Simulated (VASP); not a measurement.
Crystal: NaTiO2.

```
CELL_PARAMETERS angstrom
1.50659 0.86983 5.39905
-1.50659 0.86983 5.39905
0.00000 -1.73966 5.39905
ATOMIC_POSITIONS crystal
Na 0.00000 0.00000 0.00000
Ti 0.50000 0.50000 0.50000
O 0.76380 0.76380 0.76380
O 0.23620 0.23620 0.23620
```

Base run:

* Program: VASP 6.6.1
* Functional: LDA
* Potentials or basis: VASP PAW LDA potentials, release 64 (Na_pv, Ti_sv, O)
* Cutoff: 520 eV
* k mesh: 10 × 10 × 10
* Occupations: fermi-dirac, width 0.03 eV
* Spin: collinear spin, ferromagnetic start
* Starting moments: [0.0, 0.2, 0.0, 0.0] μB
* Fixed moment: 0.2 μB

Its results: pressure -9.0 GPa; site moments Na +0.00; Ti +0.16; O +0.00 μB; largest force 0.157 eV/Å.

Task: The run is repeated on the same cell with these changes: fixed moment from 0.2 μB to 1.4 μB; moments at the start from [0.0, 0.2, 0.0, 0.0] to [0.0, 1.4, 0.0, 0.0]. What comes out?

Result: Pressure -4.5 GPa; site moments Na +0.00; Ti +0.94; O +0.11 μB; largest force 0.053 eV/Å.

Caveats: the total moment is fixed, so each spin has its own Fermi level.
